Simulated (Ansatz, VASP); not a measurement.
# One calculation of Br, two programs

```
Br
1.0
     3.36325   -2.32255    0.00000
     3.36325    2.32255    0.00000
     0.00000    0.00000    8.70230
Br
4
Direct
  0.36210 0.64457 0.38555
  0.13829 0.86548 0.88671
  0.62662 0.35413 0.61351
  0.86227 0.12977 0.10185
```

Change from the starting cell: atoms moved at random, drawn with an rms of 0.05 Å.

Alike in both runs: task single point; functional PBEsol; k mesh 7 × 7 × 3; occupations fermi-dirac, width 0.05 eV; no spin polarisation.

|  | VASP | Ansatz |
| --- | --- | --- |
| version | VASP 6.6.1 | Ansatz 0.2.0 |
| potentials or method | VASP PAW PBE potentials, release 64 (Br), cutoff 520 eV | all-electron LAPW, scalar-relativistic |

VASP gave:

```
gap on the k mesh at the Fermi level (eV)                     : 1.65
least direct gap on the mesh (eV)                             : 1.71
pressure (GPa)                                                : -0.3
traceless stress, the component that is largest in VASP (GPa) : 1.94
rms of the force components (eV/Å)                            : 0.528
```

Problem. Estimate Ansatz's values.

Solution. gap on the k mesh at the Fermi level (eV): 1.66; least direct gap on the mesh (eV): 1.72; pressure (GPa): -0.3; traceless stress, the component that is largest in VASP (GPa): 1.93; rms of the force components (eV/Å): 0.517.

VASP's potentials were made for PBE, not for PBEsol. Atom by atom the forces differ by 0.015 eV/Å (rms over components). Ansatz ran all-electron here, and VASP with PAW potentials.
